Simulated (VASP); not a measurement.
The system is NbC (Niobocarbide).

```
Nb C
1.0
     0.00000    2.23455    2.23455
     2.23455    0.00000    2.23455
     2.23455    2.23455    0.00000
Nb C
1 1
Direct
  0.00000 0.00000 0.00000
  0.50000 0.50000 0.50000
```

Program: VASP 6.6.1. Alike in all runs: task single point; level r2SCAN; potentials or basis VASP PAW PBE potentials, release 64 (Nb_sv, C); no spin polarisation; cell as given; cutoff (eV) 660; smearing fermi-dirac 0.1 eV. Hardware: 1 thread of Intel Xeon 8259CL (shared host).

Task: Order these runs on this cell by their wall time, lowest first.
A. k mesh 7 × 7 × 7
B. k mesh 11 × 11 × 11
C. k mesh 3 × 3 × 3

Result: C (35 s), A (79 s), B (180 s).

Caveats: some runs use coarse meshes.
